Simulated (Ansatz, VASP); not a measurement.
## Two plane-wave programs on VSe

The input INCAR:

```
SYSTEM = VSe
  ALGO = Normal
  EDIFF = 1E-6
  ENCUT = 500
  GGA = CA
  GGA_COMPAT = .FALSE.
  ISIF = 2
  ISMEAR = 0
  ISPIN = 2
  LASPH = .TRUE.
  LCHARG = .FALSE.
  LDAU = .TRUE.
  LDAUJ = 0 0
  LDAUL = 2 -1
  LDAUPRINT = 1
  LDAUTYPE = 2
  LDAUU = 5 0
  LMAXMIX = 4
  LORBIT = 11
  LREAL = .FALSE.
  LWAVE = .FALSE.
  MAGMOM = 3 0
  NBANDS = 20
  NELM = 200
  PREC = Accurate
  SIGMA = 0.05
```

The input KPOINTS:

```
k-points
0
G
  6 6 6
  0 0 0
```

POSCAR

```
VSe
1.0
    3.3195141700      0.0000000000      0.0000000000
    0.0000000000      3.3195141700      0.0000000000
    0.0000000000      0.0000000000      3.3195141700
V Se
1 1
Direct
    0.0000000000      0.0000000000      0.0000000000
    0.5000000000      0.5000000000      0.5000000000
```

Input for Ansatz:

```yaml
crystal:
  lattice:
    - [3.31951417, 0.0, 0.0]
    - [0.0, 3.31951417, 0.0]
    - [0.0, 0.0, 3.31951417]
  atoms:
    - { symbol: V, position: [0.0, 0.0, 0.0], spin: 3.0 }
    - { symbol: Se, position: [0.5, 0.5, 0.5] }
basis:
  ecutwfc: 420
  ecutrho_ratio: 4
kpoints:
  mp_grid: { grid: [6, 6, 6] }
hamiltonian:
  xc: lda
  hubbard: { sites: [{ site: 0, l: d, u_eff: 5.0 }] }
scf:
  occupations: { method: gaussian, width: 0.05 }
  lower_state_search: "off"
  max_iter: 150
output:
  forces: true
  stress: true
  eigenvalues: true
  populations: true
  hubbard: { sites: [{ site: 0, l: d }] }
magnetization:
  spin_polarized: true
```

Alike in both runs: task single point; functional LDA; k mesh 6 × 6 × 6; occupations gaussian, width 0.05 eV; collinear spin; Hubbard terms V d U = 5.0 eV.

|  | VASP | Ansatz |
| --- | --- | --- |
| version | VASP 6.6.1 | Ansatz 0.2.0 |
| potentials or method | VASP PAW LDA potentials, release 64 (V_sv, Se), cutoff 500 eV | scalar-relativistic, plane waves, PAW |
| valence electrons in the cell | 19 | 29 |

```csv
,VASP,Ansatz,Ansatz less VASP
gap on the k mesh at the Fermi level (eV),none,none,-
pressure (GPa),-6.0,-5.8,+0.14
net moment per atom (μB),1.49,1.53,+0.047
size of the moment on the site where the two differ most (μB),2.85,3.02,+0.168
```

LDA's correlation is that of Perdew and Zunger in VASP and of Perdew and Wang (1992) in Ansatz. Site moments also hang on the region over which each program counts them. The programs project onto different local orbitals, so the same U acts differently, and such runs can settle in different states. A gap of «none» marks a metal or a gap that the smearing closes. VASP's potentials hold 19 valence electrons a cell and Ansatz's 29, so a difference there can come from the potentials and not from the codes. Ansatz's warnings: filled band counts differ across k points, negative dielectric reading.
